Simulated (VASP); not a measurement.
# NiO (Fm-3m) in VASP: single point with LDA+U

Aim: the single point of NiO with LDA+U.

Everything below comes from runs of VASP 6.6.1. Logs are shortened: lines on timing, memory, paths and dates and some standing lists are left out, and cuts for length are marked.

## (1) The cell of the first run

Symmetry: Fm-3m, No. 225, cubic system. Conventional cell: a = 4.201 Å, b = 4.201 Å, c = 4.201 Å, α = 90.00°, β = 90.00°, γ = 90.00°. Within 2.8 Å of Ni (site symmetry m-3m) lie 6 O at 2.10 Å. O (site symmetry m-3m) has 6 Ni at 2.10 Å within 2.8 Å.

## (2) Single point, LDA+U, collinear spin, antiferromagnetic start

INCAR reads:

```
SYSTEM = NiO
ALGO = Normal ; EDIFF = 1E-6
ENCUT = 600 ; GGA = CA
GGA_COMPAT = .False. ; ISIF = 2
ISMEAR = -1 ; ISPIN = 2
ISYM = 0 ; LASPH = .True.
LCHARG = .True. ; LDAU = .True.
LDAUJ = 0 0 ; LDAUL = 2 -1
LDAUPRINT = 1 ; LDAUTYPE = 2
LDAUU = 6.2 0 ; LELF = .True.
LMAXMIX = 4 ; LORBIT = 11
LREAL = .False. ; LVHAR = .True.
LWAVE = .False. ; MAGMOM = 1.79 -1.79 0 0
NBANDS = 28 ; NELM = 200
PREC = Accurate ; SIGMA = 0.05
```

KPOINTS reads:

```
k-points
0
Gamma
  5 9 9
  0 0 0
```

POSCAR reads:

```
NiO
1.0
    0.0000000000      4.2009600000      4.2009600000
    2.1004800000      0.0000000000      2.1004800000
    2.1004800000      2.1004800000      0.0000000000
Ni O
2 2
Direct
    0.0000000000      0.0000000000      0.0000000000
    0.5000000000      0.0000000000      0.0000000000
    0.2500000000      0.5000000000      0.5000000000
    0.7500000000      0.5000000000      0.5000000000
```

Potentials or basis: VASP PAW LDA potentials, release 64 (Ni, O).

Command:

```bash
> cat potpaw_LDA.64/Ni/POTCAR potpaw_LDA.64/O/POTCAR > POTCAR
> mpirun -np 1 vasp_std > vasp.out
```

OUTCAR:

```text
SYSTEM = NiO
   EDIFF = 1E-6
   ENCUT = 600
   GGA = CA
   ISIF = 2
   ISMEAR = -1
   ISPIN = 2
   ISYM = 0
   LASPH = .True.
   LORBIT = 11
   LREAL = .False.
   NELM = 200
   PREC = Accurate

 ion  position               nearest neighbor table
   1  0.000  0.000  0.000-   4 2.10   3 2.10   4 2.10   3 2.10   4 2.10   3 2.10   2 2.97   2 2.97
                             2 2.97   2 2.97   2 2.97   2 2.97
   2  0.500  0.000  0.000-   3 2.10   3 2.10   4 2.10   3 2.10   4 2.10   4 2.10   1 2.97   1 2.97
                             1 2.97   1 2.97   1 2.97   1 2.97
   3  0.250  0.500  0.500-   1 2.10   1 2.10   2 2.10   1 2.10   2 2.10   2 2.10
   4  0.750  0.500  0.500-   2 2.10   1 2.10   2 2.10   1 2.10   2 2.10   1 2.10

IMPORTANT INFORMATION: All symmetrisations will be switched off!
NOSYMM: (Re-)initialisation of all symmetry stuff for point group C_1.

----------------------------------------------------------------------------------------

                                     Primitive cell

  volume of cell :      37.0694

  direct lattice vectors                    reciprocal lattice vectors
     0.000000000  4.200960000  4.200960000    -0.119020414  0.119020414  0.119020414
     2.100480000  0.000000000  2.100480000     0.238040829 -0.238040829  0.238040829
     2.100480000  2.100480000  0.000000000     0.238040829  0.238040829 -0.238040829

  length of vectors
     5.941054607  2.970527303  2.970527303     0.206149405  0.412298810  0.412298810

  position of ions in fractional coordinates (direct lattice)
     0.000000000  0.000000000  0.000000000
     0.500000000  0.000000000  0.000000000
     0.250000000  0.500000000  0.500000000
     0.750000000  0.500000000  0.500000000

  ion indices of the primitive-cell ions
   primitive index   ion index
                 1           1
                 2           2
                 3           3
                 4           4

----------------------------------------------------------------------------------------

 KPOINTS: k-points

Automatic generation of k-mesh.
 Grid dimensions read from file:
 generate k-points for:    5    9    9

 Generating k-lattice:

  Cartesian coordinates                     Fractional coordinates (reciprocal lattice)
    -0.023804083  0.023804083  0.023804083     0.200000000  0.000000000  0.000000000
     0.026448981 -0.026448981  0.026448981     0.000000000  0.111111111  0.000000000
     0.026448981  0.026448981 -0.026448981     0.000000000  0.000000000  0.111111111

  Length of vectors
     0.041229881  0.045810979  0.045810979

  Shift w.r.t. Gamma in fractional coordinates (k-lattice)
     0.000000000  0.000000000  0.000000000

 -----------------------------------------------------------------------------
|                                                                             |
|           W    W    AA    RRRRR   N    N  II  N    N   GGGG   !!!           |
|           W    W   A  A   R    R  NN   N  II  NN   N  G    G  !!!           |
|           W    W  A    A  R    R  N N  N  II  N N  N  G       !!!           |
|           W WW W  AAAAAA  RRRRR   N  N N  II  N  N N  G  GGG   !            |
|           WW  WW  A    A  R   R   N   NN  II  N   NN  G    G                |
|           W    W  A    A  R    R  N    N  II  N    N   GGGG   !!!           |
|                                                                             |
|     Your reciprocal lattice and k-lattice belong to different lattice       |
|     classes:                                                                |
|                                                                             |
|        The reciprocal lattice is rhombohedral (trigonal),                   |
|        whereas your k-lattice is base-centered monoclinic.                  |
|                                                                             |
|     Results are often still useful ...                                      |
|                                                                             |
 -----------------------------------------------------------------------------

 WARNING: IBZKPT: internal override: KBLOWUP is changed to .FALSE.
      ... skipping the blow-up phase ...

 Subroutine IBZKPT returns following result:
 ===========================================

 Found    203 irreducible k-points:

 Following reciprocal coordinates:
            Coordinates               Weight
  0.000000  0.000000  0.000000      1.000000
  0.200000  0.000000  0.000000      2.000000
  0.400000  0.000000  0.000000      2.000000
  0.000000  0.111111  0.000000      2.000000
  0.200000  0.111111  0.000000      2.000000
  0.400000  0.111111  0.000000      2.000000
[... 16 lines left out ...]
 -0.200000  0.444444  0.000000      2.000000
  0.000000  0.000000  0.111111      2.000000
[... 52 lines left out ...]
   LEPSILON=     F    determine dielectric tensor
   LRPA    =     F    only Hartree local field effects (RPA)
 spin polarized calculation
  energy-cutoff  :      600.00
  volume of cell :       37.07
 maximum number of plane-waves:      1252
   NGX = 23   NGY = 11   NGZ = 11

 number of electron      32.0000022 magnetization       0.0000000

atom =   1  type =  1  l = 2

 onsite density matrix

spin component  1

  0.9823 -0.0000  0.0000  0.0000 -0.0000
 -0.0000  0.9823  0.0000 -0.0000 -0.0000
  0.0000  0.0000  1.0270 -0.0000 -0.0000
  0.0000 -0.0000 -0.0000  0.9823 -0.0000
 -0.0000 -0.0000 -0.0000 -0.0000  1.0270

spin component  2

  0.9802 -0.0000 -0.0007  0.0000 -0.0000
 -0.0000  0.9802 -0.0003 -0.0000  0.0006
 -0.0007 -0.0003  0.1789  0.0003 -0.0000
  0.0000 -0.0000  0.0003  0.9802  0.0006
 -0.0000  0.0006 -0.0000  0.0006  0.1790

 occupancies and eigenvectors

  o =  0.1789  v =  0.0000  0.0000  0.0000  0.0000  0.0000  0.0008  0.0004  1.0000 -0.0004  0.0015      0.0000  0.0000  0.0000  0.0000  0.0000  0.0000  0.0000  0.0000  0.0000  0.0000
  o =  0.1790  v =  0.0000  0.0000  0.0000  0.0000  0.0000 -0.0000  0.0007  0.0015  0.0007 -1.0000      0.0000  0.0000  0.0000  0.0000  0.0000  0.0000  0.0000  0.0000  0.0000  0.0000
  o =  0.9802  v =  0.0000  0.0000  0.0000  0.0000  0.0000 -0.8344 -0.3884  0.0010  0.3910  0.0000      0.0000  0.0000  0.0000  0.0000  0.0000  0.0000  0.0000  0.0000  0.0000  0.0000
  o =  0.9802  v =  0.0000  0.0000  0.0000  0.0000  0.0000  0.0020  0.7074  0.0000  0.7069  0.0010      0.0000  0.0000  0.0000  0.0000  0.0000  0.0000  0.0000  0.0000  0.0000  0.0000
  o =  0.9803  v =  0.0000  0.0000  0.0000  0.0000  0.0000 -0.5511  0.5906 -0.0000 -0.5895  0.0000      0.0000  0.0000  0.0000  0.0000  0.0000  0.0000  0.0000  0.0000  0.0000  0.0000
  o =  0.9823  v = -0.7096 -0.7046  0.0004  0.0000 -0.0002  0.0000  0.0000  0.0000  0.0000  0.0000      0.0000  0.0000  0.0000  0.0000  0.0000  0.0000  0.0000  0.0000  0.0000  0.0000
  o =  0.9823  v =  0.4084 -0.4113 -0.0002 -0.8149 -0.0004  0.0000  0.0000  0.0000  0.0000  0.0000      0.0000  0.0000  0.0000  0.0000  0.0000  0.0000  0.0000  0.0000  0.0000  0.0000
  o =  0.9823  v = -0.5742  0.5782  0.0000 -0.5796 -0.0000  0.0000  0.0000  0.0000  0.0000  0.0000      0.0000  0.0000  0.0000  0.0000  0.0000  0.0000  0.0000  0.0000  0.0000  0.0000
  o =  1.0270  v = -0.0000  0.0003 -0.0795  0.0003 -0.9968  0.0000  0.0000  0.0000  0.0000  0.0000      0.0000  0.0000  0.0000  0.0000  0.0000  0.0000  0.0000  0.0000  0.0000  0.0000
  o =  1.0270  v =  0.0003  0.0002  0.9968 -0.0001 -0.0795  0.0000  0.0000  0.0000  0.0000  0.0000      0.0000  0.0000  0.0000  0.0000  0.0000  0.0000  0.0000  0.0000  0.0000  0.0000

atom =   2  type =  1  l = 2

 onsite density matrix

spin component  1

  0.9802 -0.0000 -0.0007  0.0000 -0.0000
 -0.0000  0.9802 -0.0003 -0.0000  0.0006
 -0.0007 -0.0003  0.1789  0.0003 -0.0000
  0.0000 -0.0000  0.0003  0.9802  0.0006
 -0.0000  0.0006 -0.0000  0.0006  0.1790

spin component  2

  0.9823 -0.0000  0.0000  0.0000 -0.0000
 -0.0000  0.9823  0.0000 -0.0000 -0.0000
  0.0000  0.0000  1.0270 -0.0000 -0.0000
  0.0000 -0.0000 -0.0000  0.9823 -0.0000
 -0.0000 -0.0000 -0.0000 -0.0000  1.0270

 occupancies and eigenvectors

  o =  0.1789  v =  0.0008  0.0004  1.0000 -0.0004  0.0001  0.0000  0.0000  0.0000  0.0000  0.0000      0.0000  0.0000  0.0000  0.0000  0.0000  0.0000  0.0000  0.0000  0.0000  0.0000
  o =  0.1790  v = -0.0000  0.0007  0.0001  0.0007 -1.0000  0.0000  0.0000  0.0000  0.0000  0.0000      0.0000  0.0000  0.0000  0.0000  0.0000  0.0000  0.0000  0.0000  0.0000  0.0000
  o =  0.9802  v =  0.8345  0.4036 -0.0010 -0.3750  0.0000  0.0000  0.0000  0.0000  0.0000  0.0000      0.0000  0.0000  0.0000  0.0000  0.0000  0.0000  0.0000  0.0000  0.0000  0.0000
  o =  0.9802  v =  0.0166 -0.6987 -0.0000 -0.7152 -0.0010  0.0000  0.0000  0.0000  0.0000  0.0000      0.0000  0.0000  0.0000  0.0000  0.0000  0.0000  0.0000  0.0000  0.0000  0.0000
  o =  0.9803  v = -0.5507  0.5907 -0.0000 -0.5898  0.0000  0.0000  0.0000  0.0000  0.0000  0.0000      0.0000  0.0000  0.0000  0.0000  0.0000  0.0000  0.0000  0.0000  0.0000  0.0000
  o =  0.9823  v =  0.0000  0.0000  0.0000  0.0000  0.0000 -0.2621 -0.8005  0.0001 -0.5390 -0.0004      0.0000  0.0000  0.0000  0.0000  0.0000  0.0000  0.0000  0.0000  0.0000  0.0000
  o =  0.9823  v =  0.0000  0.0000  0.0000  0.0000  0.0000 -0.7737 -0.1595  0.0004  0.6131  0.0001      0.0000  0.0000  0.0000  0.0000  0.0000  0.0000  0.0000  0.0000  0.0000  0.0000
  o =  0.9823  v =  0.0000  0.0000  0.0000  0.0000  0.0000 -0.5768  0.5777  0.0000 -0.5776 -0.0000      0.0000  0.0000  0.0000  0.0000  0.0000  0.0000  0.0000  0.0000  0.0000  0.0000
  o =  1.0270  v =  0.0000  0.0000  0.0000  0.0000  0.0000 -0.0000  0.0003 -0.0699  0.0003 -0.9976      0.0000  0.0000  0.0000  0.0000  0.0000  0.0000  0.0000  0.0000  0.0000  0.0000
  o =  1.0270  v =  0.0000  0.0000  0.0000  0.0000  0.0000  0.0003  0.0002  0.9976 -0.0001 -0.0699      0.0000  0.0000  0.0000  0.0000  0.0000  0.0000  0.0000  0.0000  0.0000  0.0000

 number of electron      32.0000022 magnetization      -0.0000000

 Free energy of the ion-electron system (eV)
  ---------------------------------------------------
  ext. energy  EPLUGINS =         0.00000000
  ---------------------------------------------------
  free energy    TOTEN  =       -23.34505749 eV

  energy without entropy =      -23.34505749  energy(sigma->0) =      -23.34505749

 E-fermi :   6.7605     XC(G=0): -13.0501

 val. band max:        5.6778467515   @ k =   0.4000   0.0000   0.0000
 cond. band min:       8.7325010188   @ k =   0.0000   0.2222   0.2222
 fundamental gap:      3.0546542673
 Fermi energy:         6.7604567238

 spin component 1

 k-point     1 :       0.0000    0.0000    0.0000
  band No.  band energies     occupation
      1     -12.2059      1.00000
      2     -10.7486      1.00000
      3      -1.1721      1.00000
      4      -0.1871      1.00000
      5      -0.1871      1.00000
      6       1.6249      1.00000
[... 1481 lines left out ...]
     27      26.8880      0.00000
     28      27.7129      0.00000

 [... further k-points ...]
[... 5 lines left out ...]
  --------------------------------------------------------------------------------------
  -------------------------------------------------------------------------------------
  Total       -5.0209082     -5.0208767     -5.0202248      0.0215157     -0.0215949      0.0215197
  in kB     -217.0087382   -217.0073745   -216.9791995      0.9299304     -0.9333546      0.9301023
  external PRESSURE =    -216.9984374 kB  Pullay stress =       0.0000000 kB

 VOLUME and BASIS-vectors are now :
 -----------------------------------------------------------------------------
  energy-cutoff  :      600.00
  volume of cell :       37.07
      direct lattice vectors                 reciprocal lattice vectors
     0.000000000  4.200960000  4.200960000    -0.119020414  0.119020414  0.119020414
     2.100480000  0.000000000  2.100480000     0.238040829 -0.238040829  0.238040829
     2.100480000  2.100480000  0.000000000     0.238040829  0.238040829 -0.238040829

 POSITION                                       TOTAL-FORCE (eV/Angst)
 -----------------------------------------------------------------------------------
      0.00000      0.00000      0.00000         0.000121     -0.000000     -0.000001
      0.00000      2.10048      2.10048         0.000121     -0.000001     -0.000001
      2.10048      2.10048      2.10048        -0.000121     -0.000001     -0.000001
      2.10048      4.20096      4.20096        -0.000121      0.000002      0.000002
 -----------------------------------------------------------------------------------
    total drift:                                0.000000     -0.000001     -0.000000

  FREE ENERGIE OF THE ION-ELECTRON SYSTEM (eV)
  ---------------------------------------------------
  free  energy   TOTEN  =       -23.3450574932 eV

  energy  without entropy=      -23.3450574932  energy(sigma->0) =      -23.34505749

 total charge

# of ion       s       p       d       tot
------------------------------------------
    1        0.340   0.413   8.271   9.024
    2        0.340   0.413   8.271   9.024
    3        1.534   3.427   0.000   4.962
    4        1.534   3.427   0.000   4.962
--------------------------------------------------
tot          3.748   7.680  16.543  27.971

 magnetization (x)

# of ion       s       p       d       tot
------------------------------------------
    1       -0.004  -0.006   1.701   1.690
    2        0.004   0.006  -1.701  -1.690
    3       -0.000  -0.000   0.000  -0.000
    4        0.000   0.000   0.000   0.000
--------------------------------------------------
tot         -0.000  -0.000   0.000   0.000
```

Wall time 12 min (1 thread of Intel Xeon 8259CL, shared host); peak memory 0.44 GiB.

What came out:

- Free energy: -23.3451 eV
- Pressure: -21.7 GPa
- Band gap on the k mesh: 3.05 eV
- Net moment: 0.00 μB per cell
- Site moments: Ni +1.69, -1.69; O -0.00, +0.00 μB
- Valence electrons inside the program's atomic spheres: Ni 9.02; O 4.96

Eigenvalues of the final occupation matrices:
| site | spin | trace | eigenvalues |
| --- | --- | --- | --- |
| site 1 d | 1 | 5.00 | 0.98 0.98 0.98 1.03 1.03 |
| site 1 d | 2 | 3.30 | 0.18 0.18 0.98 0.98 0.98 |
| site 2 d | 1 | 3.30 | 0.18 0.18 0.98 0.98 0.98 |
| site 2 d | 2 | 5.00 | 0.98 0.98 0.98 1.03 1.03 |
